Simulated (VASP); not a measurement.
# ZnAu (Pm-3m) in VASP: single point with PBE

Aim: the single point of ZnAu with PBE.

Everything below comes from runs of VASP 6.6.1. Logs are shortened: lines on timing, memory, paths and dates and some standing lists are left out, and cuts for length are marked.

### Step 1. The cell of the first run

The structure is cubic, space group Pm-3m (No. 221). Conventional cell: a = 3.178 Å, b = 3.178 Å, c = 3.178 Å, α = 90.00°, β = 90.00°, γ = 90.00°. Au (site symmetry m-3m) has 8 Zn at 2.75 Å and 6 Au at 3.18 Å within 3.6 Å. Zn (site symmetry m-3m) has 8 Au at 2.75 Å and 6 Zn at 3.18 Å within 3.6 Å.

### Step 2. Single point, PBE

File POSCAR:

```
ZnAu
1.0
    3.1779670000      0.0000000000      0.0000000000
    0.0000000000      3.1779670000      0.0000000000
    0.0000000000      0.0000000000      3.1779670000
Au Zn
1 1
Direct
    0.0000000000      0.0000000000      0.0000000000
    0.5000000000      0.5000000000      0.5000000000
```

File INCAR.step1:

```
PREC = Accurate
ENCUT = 520
EDIFF = 1E-6
ISMEAR = -1
SIGMA = 0.028
LREAL = False
LASPH = True
NELM = 80
ALGO = Normal
ISIF = 2
LWAVE = False
LCHARG = True
LMAXMIX = 4
GGA = PE
NBANDS = 18
```

File KPOINTS.step1:

```
regular mesh
0
Gamma
  11 11 11
```

File INCAR.step2:

```
PREC = Accurate
ENCUT = 520
EDIFF = 1E-6
ISMEAR = -5
SIGMA = 0.028
LREAL = False
LASPH = True
NELM = 80
ALGO = Normal
ISIF = 2
LWAVE = False
LCHARG = False
LMAXMIX = 4
GGA = PE
LORBIT = 11
NBANDS = 18
NEDOS = 2001
ICHARG = 11
```

File KPOINTS.step2:

```
regular mesh
0
Gamma
  17 17 17
```

Potentials or basis: VASP PAW PBE potentials, release 64 (Au, Zn).

Run with:

```console
$ cat potpaw_PBE.64/Au/POTCAR potpaw_PBE.64/Zn/POTCAR > POTCAR
$ cp INCAR.step1 INCAR
$ cp KPOINTS.step1 KPOINTS
$ mpirun -np 1 vasp_std > vasp.out
$ cp INCAR.step2 INCAR
$ cp KPOINTS.step2 KPOINTS
$ mpirun -np 1 vasp_std > vasp.out
```

OUTCAR:

```text
PREC = Accurate
   ENCUT = 520
   EDIFF = 1E-6
   ISMEAR = -5
   LREAL = False
   LASPH = True
   NELM = 80
   ISIF = 2
   GGA = PE
   LORBIT = 11
   ICHARG = 11

 ion  position               nearest neighbor table
   1  0.000  0.000  0.000-   2 2.75   2 2.75   2 2.75   2 2.75   2 2.75   2 2.75   2 2.75   2 2.75

   2  0.500  0.500  0.500-   1 2.75   1 2.75   1 2.75   1 2.75   1 2.75   1 2.75   1 2.75   1 2.75

  LATTYP: Found a simple cubic cell.
 ALAT       =     3.1779670000

  Lattice vectors:

 A1 = (   3.1779670000,   0.0000000000,   0.0000000000)
 A2 = (   0.0000000000,   3.1779670000,   0.0000000000)
 A3 = (   0.0000000000,   0.0000000000,   3.1779670000)

Analysis of symmetry for initial positions (statically):
=====================================================================
 Subroutine PRICEL returns:
 Original cell was already a primitive cell.

 Routine SETGRP: Setting up the symmetry group for a
 simple cubic supercell.

 Subroutine GETGRP returns: Found 48 space group operations
 (whereof 48 operations were pure point group operations)
 out of a pool of 48 trial point group operations.

The static configuration has the point symmetry O_h .

Analysis of symmetry for dynamics (positions and initial velocities):
=====================================================================
 Subroutine PRICEL returns:
 Original cell was already a primitive cell.

 Routine SETGRP: Setting up the symmetry group for a
 simple cubic supercell.

 Subroutine GETGRP returns: Found 48 space group operations
 (whereof 48 operations were pure point group operations)
 out of a pool of 48 trial point group operations.

The dynamic configuration has the point symmetry O_h .

 Subroutine INISYM returns: Found 48 space group operations
 (whereof 48 operations are pure point group operations),
 and found     1 'primitive' translations

----------------------------------------------------------------------------------------

                                     Primitive cell

  volume of cell :      32.0958

  direct lattice vectors                    reciprocal lattice vectors
     3.177967000  0.000000000  0.000000000     0.314666578  0.000000000  0.000000000
     0.000000000  3.177967000  0.000000000     0.000000000  0.314666578  0.000000000
     0.000000000  0.000000000  3.177967000     0.000000000  0.000000000  0.314666578

  length of vectors
     3.177967000  3.177967000  3.177967000     0.314666578  0.314666578  0.314666578

  position of ions in fractional coordinates (direct lattice)
     0.000000000  0.000000000  0.000000000
     0.500000000  0.500000000  0.500000000

  ion indices of the primitive-cell ions
   primitive index   ion index
                 1           1
                 2           2

----------------------------------------------------------------------------------------

 KPOINTS: regular mesh

Automatic generation of k-mesh.
 Grid dimensions read from file:
 generate k-points for:   17   17   17

 Generating k-lattice:

  Cartesian coordinates                     Fractional coordinates (reciprocal lattice)
     0.018509799  0.000000000  0.000000000     0.058823529  0.000000000  0.000000000
     0.000000000  0.018509799  0.000000000     0.000000000  0.058823529  0.000000000
     0.000000000  0.000000000  0.018509799     0.000000000  0.000000000  0.058823529

  Length of vectors
     0.018509799  0.018509799  0.018509799

  Shift w.r.t. Gamma in fractional coordinates (k-lattice)
     0.000000000  0.000000000  0.000000000

 TETIRR: Found   2433 inequivalent tetrahedra from    29478

 Subroutine IBZKPT returns following result:
 ===========================================

 Found    165 irreducible k-points:

 Following reciprocal coordinates:
            Coordinates               Weight
  0.000000  0.000000  0.000000      1.000000
  0.058824  0.000000  0.000000      6.000000
  0.117647  0.000000  0.000000      6.000000
  0.176471  0.000000  0.000000      6.000000
  0.235294  0.000000  0.000000      6.000000
  0.294118  0.000000  0.000000      6.000000
[... 16 lines left out ...]
  0.411765  0.117647  0.000000     24.000000
  0.470588  0.117647  0.000000     24.000000
 [... further k-points ...]
   k-points           NKPTS =    165   k-points in BZ     NKDIM =    165   number of bands    NBANDS=     18
   number of dos      NEDOS =   2001   number of ions     NIONS =      2
   total plane-waves  NPLWV =  13824
   dimension x,y,z NGX =    24 NGY =   24 NGZ =   24
   dimension x,y,z NGXF=    48 NGYF=   48 NGZF=   48
   ions per type =               1   1
   NGX,Y,Z   is equivalent  to a cutoff of  12.55, 12.55, 12.55 a.u.
   NGXF,Y,Z  is equivalent  to a cutoff of  25.11, 25.11, 25.11 a.u.
 SYSTEM =  unknown system
   PREC   = accura    normal or accurate (medium, high low for compatibility)
   ISTART =      0    job   : 0-new  1-cont  2-samecut
   ICHARG =     11    charge: 1-file 2-atom 10-const
   ISPIN  =      1    spin polarized calculation?
   LNONCOLLINEAR =      F non collinear calculations
   LSORBIT =      F    spin-orbit coupling
   LASPH  =      T    aspherical Exc in radial PAW
   ENCUT  =  520.0 eV  38.22 Ry    6.18 a.u.   5.91  5.91  5.91*2*pi/ulx,y,z
   NELM   =     80;   NELMIN=  2; NELMDL=  0     # of ELM steps
   EDIFF  = 0.1E-05   stopping-criterion for ELM
   LREAL  =      F    real-space projection
   EDIFFG = 0.1E-04   stopping-criterion for IOM
   NSW    =      0    number of steps for IOM
   IBRION =     -1    ionic relax: 0-MD 1-quasi-New 2-CG
   NFREE  =      0    steps in history (QN), initial steepest desc. (CG)
   ISIF   =      2    stress and relaxation
   ISYM   =      2    0-nonsym 1-usesym 2-fastsym
   POTIM  = 0.5000    time-step for ionic-motion
   TEBEG  =    0.0;   TEEND  =   0.0 temperature during run
   PSTRESS=    0.0 pullay stress
   NELECT =      23.0000    total number of electrons
   NUPDOWN=      -1.0000    fix difference up-down
   EMIN   =  10.00;   EMAX   =-10.00  energy-range for DOS
   EFERMI =   0.00;   METHOD = LEGACY
   ISMEAR =    -5;   SIGMA  =   0.03  broadening in eV -4-tet -1-fermi 0-gaus
   EFERMI_NEDOS =   21; number of points for ismear=-14 and -15
   IALGO  =     38    algorithm
   IMIX   =      4    mixing-type and parameters
     AMIX     =   0.40;   BMIX     =  1.00
     AMIX_MAG =   1.60;   BMIX_MAG =  1.00
  volume/ion in A,a.u.               =      16.05       108.30
  Fermi-wavevector in a.u.,A,eV,Ry     =   1.464990  2.768430 29.200774  2.146196
  Thomas-Fermi vector in A             =   2.580900
   LORBIT       =     11    0 simple, 1 ext, 2 COOP (PROOUT), +10 PAW based schemes
   GGA     = PE    functional components
   LHFCALC =     F    Hartree Fock is set to
   AEXX    =    0.0000 exact exchange contribution
   IVDW    =     0    specifies the selected vdW correction
   LEPSILON=     F    determine dielectric tensor
   LRPA    =     F    only Hartree local field effects (RPA)
 non-spin polarized calculation
 Fermi weights with tetrahedron method with Bloechl corrections
  energy-cutoff  :      520.00
  volume of cell :       32.10
 maximum number of plane-waves:       891
 NGX is ok and might be reduce to    24

 number of electron      23.0000034 magnetization

 Free energy of the ion-electron system (eV)
  ---------------------------------------------------
  ext. energy  EPLUGINS =         0.00000000
  ---------------------------------------------------
  free energy    TOTEN  =        -4.74844593 eV

  energy without entropy =       -4.74844593  energy(sigma->0) =       -4.74844593

 E-fermi :   6.7391     XC(G=0): -12.2112

 val. band max:        6.7359910780   @ k =   0.3529   0.3529   0.0588
 cond. band min:       6.7136081164   @ k =   0.2941   0.1176   0.0000
 fundamental gap:     -0.0223829616
 Fermi energy:         6.7391155630

 k-point     1 :       0.0000    0.0000    0.0000
  band No.  band energies     occupation
      1      -3.6087      2.00000
      2      -1.2502      2.00000
      3      -1.2502      2.00000
      4      -0.6255      2.00000
      5      -0.6255      2.00000
      6      -0.6255      2.00000
[... 10 lines left out ...]
     17      18.6624      0.00000
     18      24.9289      0.00000

 k-point     2 :       0.0588    0.0000    0.0000
  band No.  band energies     occupation
      1      -3.5485      2.00000
      2      -1.2381      2.00000
      3      -1.2333      2.00000
      4      -0.6264      2.00000
      5      -0.6264      2.00000
      6      -0.6209      2.00000
[... 10 lines left out ...]
     17      18.9404      0.00000
     18      24.8670      0.00000

 k-point     3 :       0.1176    0.0000    0.0000
  band No.  band energies     occupation
      1      -3.3695      2.00000
      2      -1.2026      2.00000
      3      -1.1850      2.00000
      4      -0.6286      2.00000
      5      -0.6286      2.00000
      6      -0.6074      2.00000
[... 10 lines left out ...]
     17      19.8168      0.00000
     18      24.7847      0.00000

 k-point     4 :       0.1765    0.0000    0.0000
  band No.  band energies     occupation
      1      -3.0773      2.00000
      2      -1.1471      2.00000
      3      -1.1123      2.00000
      4      -0.6315      2.00000
      5      -0.6315      2.00000
      6      -0.5869      2.00000
[... 375 lines left out ...]
      4      -0.6873      2.00000
      5      -0.5389      2.00000
      6      -0.5289      2.00000
[... 10 lines left out ...]
     17      19.7423      0.00000
     18      20.7685      0.00000

 k-point    23 :       0.4118    0.1176    0.0000
  band No.  band energies     occupation
      1      -1.1837      2.00000
      2      -0.8961      2.00000
      3      -0.7911      2.00000
      4      -0.6808      2.00000
      5      -0.5458      2.00000
      6      -0.3453      2.00000
[... 10 lines left out ...]
     17      19.5731      0.00000
     18      19.9764      0.00000

 k-point    24 :       0.4706    0.1176    0.0000
  band No.  band energies     occupation
      1      -0.9777      2.00000
      2      -0.9003      2.00000
      3      -0.7846      2.00000
      4      -0.6750      2.00000
      5      -0.5521      2.00000
      6      -0.0963      2.00000
[... 10 lines left out ...]
     17      18.4501      0.00000
     18      20.3885      0.00000

 [... further k-points ...]

------------------------ aborting loop because EDIFF is reached ----------------------------------------

  FORCE on cell =-STRESS in cart. coord.  units (eV):
  Direction    XX          YY          ZZ          XY          YZ          ZX
  --------------------------------------------------------------------------------------
  -------------------------------------------------------------------------------------
  Total        0.1049457      0.1049457      0.1049457      0.0000000      0.0000000      0.0000000
  in kB        5.2387453      5.2387453      5.2387453      0.0000000      0.0000000      0.0000000
  external PRESSURE =       5.2387453 kB  Pullay stress =       0.0000000 kB

 VOLUME and BASIS-vectors are now :
 -----------------------------------------------------------------------------
  energy-cutoff  :      520.00
  volume of cell :       32.10
      direct lattice vectors                 reciprocal lattice vectors
     3.177967000  0.000000000  0.000000000     0.314666578  0.000000000  0.000000000
     0.000000000  3.177967000  0.000000000     0.000000000  0.314666578  0.000000000
     0.000000000  0.000000000  3.177967000     0.000000000  0.000000000  0.314666578

 POSITION                                       TOTAL-FORCE (eV/Angst)
 -----------------------------------------------------------------------------------
      0.00000      0.00000      0.00000         0.000000      0.000000      0.000000
      1.58898      1.58898      1.58898         0.000000      0.000000      0.000000
 -----------------------------------------------------------------------------------
    total drift:                                0.000000      0.000000     -0.000000

  FREE ENERGIE OF THE ION-ELECTRON SYSTEM (eV)
  ---------------------------------------------------
  free  energy   TOTEN  =        -4.7484459327 eV

  energy  without entropy=       -4.7484459327  energy(sigma->0) =       -4.74844593

 total charge

# of ion       s       p       d       tot
------------------------------------------
    1        0.614   0.373   8.708   9.695
    2        0.518   0.426   9.766  10.710
--------------------------------------------------
tot          1.133   0.798  18.474  20.404
```

Run time: 60 s. Hardware: 1 thread of Intel Xeon 8259CL, shared host; peak memory 0.22 GiB.

What came out:

| Item | Value |
| --- | --- |
| Valence electrons inside the program's atomic spheres | Au 9.70; Zn 10.71 |

Levels at points of the mesh, in eV from the Fermi level:
| k point | band 9 | band 10 | band 11 | band 12 | band 13 | band 14 |
| --- | --- | --- | --- | --- | --- | --- |
| (0.00, 0.00, 0.00) | -3.70 | -3.70 | -3.70 | 4.95 | 4.95 | 4.95 |

Caveat: spin-orbit coupling is left out, which moves the levels of the heavy elements; tetrahedron occupations give inexact forces and stress in metals.
